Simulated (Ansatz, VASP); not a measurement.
GaN: VASP beside Ansatz

INCAR

```
SYSTEM = GaN
  PREC = Accurate
  ENCUT = 520
  EDIFF = 1E-6
  ISMEAR = 0
  SIGMA = 0.05
  LREAL = .False.
  LASPH = .True.
  NELM = 100
  ALGO = Normal
  ISIF = 2
  LWAVE = .False.
  LCHARG = .False.
  GGA = PE
  NBANDS = 26
```

The input KPOINTS:

```
Automatic mesh
0
Gamma
  12 12 6
  0 0 0
```

The input POSCAR:

```
GaN
1.0
    3.2184289164      0.0000000000      0.0000000000
   -1.6092144582      2.7872412019      0.0000000000
    0.0000000000      0.0000000000      5.2430304702
Ga N
2 2
Direct
    0.3333333333      0.6666666667      0.9991316875
    0.6666666667      0.3333333333      0.4991316875
    0.3739973536      0.6869986768      0.3683497359
    0.6666666667      0.3333333333      0.8758683125
```

Input for Ansatz:

```yaml
crystal:
  lattice:
    - [3.2184289164, 0.0, 0.0]
    - [-1.6092144582, 2.7872412019, 0.0]
    - [0.0, 0.0, 5.2430304702]
  atoms:
    - { symbol: Ga, position: [0.3333333333, 0.6666666667, 0.9991316875] }
    - { symbol: Ga, position: [0.6666666667, 0.3333333333, 0.4991316875] }
    - { symbol: "N", position: [0.3739973536, 0.6869986768, 0.3683497359] }
    - { symbol: "N", position: [0.6666666667, 0.3333333333, 0.8758683125] }
basis:
  ecutwfc: 420
kpoints:
  mp_grid: { grid: [12, 12, 6] }
hamiltonian:
  xc: pbe
scf:
  occupations: { method: gaussian, width: 0.05 }
output:
  forces: true
  stress: true
  eigenvalues: true
```

Alike in both runs: task single point; functional PBE; k mesh 12 × 12 × 6; occupations gaussian, width 0.05 eV; no spin polarisation.

|  | VASP | Ansatz |
| --- | --- | --- |
| version | VASP 6.6.1 | Ansatz 0.2.0 |
| potentials or method | VASP PAW PBE potentials, release 64 (Ga_d, N), cutoff 520 eV | scalar-relativistic, plane waves, PAW |
| valence electrons in the cell | 36 | 36 |

|  | VASP | Ansatz | Ansatz less VASP |
| --- | --- | --- | --- |
| gap on the k mesh at the Fermi level (eV) | 1.60 | 1.60 | -0.004 |
| least direct gap on the mesh (eV) | 1.60 | 1.60 | -0.004 |
| pressure (GPa) | 0.7 | 0.6 | -0.10 |
| traceless stress, the component that is largest in VASP (GPa) | -2.22 | -2.24 | -0.023 |
| rms of the force components (eV/Å) | 0.432 | 0.436 | +0.0042 |

Atom by atom the forces differ by 0.005 eV/Å (rms over components).
